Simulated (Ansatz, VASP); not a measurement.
**Ag: VASP beside Ansatz**

```
CELL_PARAMETERS angstrom
0.00000 2.00029 2.00029
2.00029 0.00000 2.00029
2.00029 2.00029 0.00000
ATOMIC_POSITIONS crystal
Ag 0.00000 0.00000 0.00000
```

Alike in both runs: functional LDA; k mesh 24 × 24 × 24; occupations gaussian, width 0.1 eV; no spin polarisation.

Ansatz relaxed the structure, and its values are those at the end. VASP's run is a single point on that final structure, the one shown.

|  | VASP | Ansatz |
| --- | --- | --- |
| version | VASP 6.6.1 | Ansatz 0.2.0 |
| potentials or method | VASP PAW LDA potentials, release 64 (Ag) | scalar-relativistic, plane waves, PAW |
| plane-wave cutoff (eV) | 520 | 420 |
| valence electrons in the cell | 11 | 19 |

Ansatz gave:

```
gap on the k mesh at the Fermi level (eV) : none
pressure (GPa)                            : 0.0
```

Task: Estimate VASP's values.

Result: gap on the k mesh at the Fermi level (eV): none; pressure (GPa): 0.2.

LDA's correlation is that of Perdew and Zunger in VASP and of Perdew and Wang (1992) in Ansatz. A gap of «none» marks a metal or a gap that the smearing closes. VASP's potentials hold 11 valence electrons a cell and Ansatz's 19, so a difference there can come from the potentials and not from the codes.
